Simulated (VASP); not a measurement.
Here is a VASP 6.6.1 calculation.

Contents of INCAR:

```
SYSTEM = GaSb
PREC     = Accurate       ! precision mode
ENCUT    = 500            ! plane-wave cutoff, eV
EDIFF    = 1E-8           ! SCF threshold, eV
ISMEAR   = -1             ! smearing method
SIGMA    = 0.05           ! smearing width, eV
LREAL    = .False.        ! projectors in reciprocal space
LASPH    = .True.         ! aspherical terms in the spheres
NELM     = 120            ! most SCF steps
ALGO     = Normal         ! electronic algorithm
ISIF     = 2              ! what is computed and relaxed
LWAVE    = .False.        ! write WAVECAR
LCHARG   = .False.        ! write CHGCAR
NBANDS   = 16             ! bands
IBRION   = 8              ! ionic algorithm
NSW      = 1              ! ionic steps
GGA_COMPAT= .False.
```

File KPOINTS:

```
Automatic mesh
0
Gamma
  10 10 10
  0 0 0
```

The input POSCAR:

```
GaSb
1.0
    0.0000000000      3.0098397746      3.0098397746
    3.0098397746      0.0000000000      3.0098397746
    3.0098397746      3.0098397746      0.0000000000
Ga Sb
1 1
Direct
    0.0000000000      0.0000000000      0.0000000000
    0.7500000000      0.7500000000      0.7500000000
```

Potentials or basis: VASP PAW LDA potentials, release 64 (Ga_d, Sb).

Command:

```bash
$ cat potpaw_LDA.64/Ga_d/POTCAR potpaw_LDA.64/Sb/POTCAR > POTCAR
$ mpirun -np 1 vasp_std > vasp.out
```

Question: Estimate the highest phonon frequency at Γ, LO-TO splitting left out.

Answer: 232 cm⁻¹.

Phonon frequencies in cm⁻¹ (negative: imaginary):
```csv
q point,frequencies
"(0.000, 0.000, 0.000)",0 0 0 232 232 232
```

Caveat: the cell stands under pressure or tension, which shifts response properties.
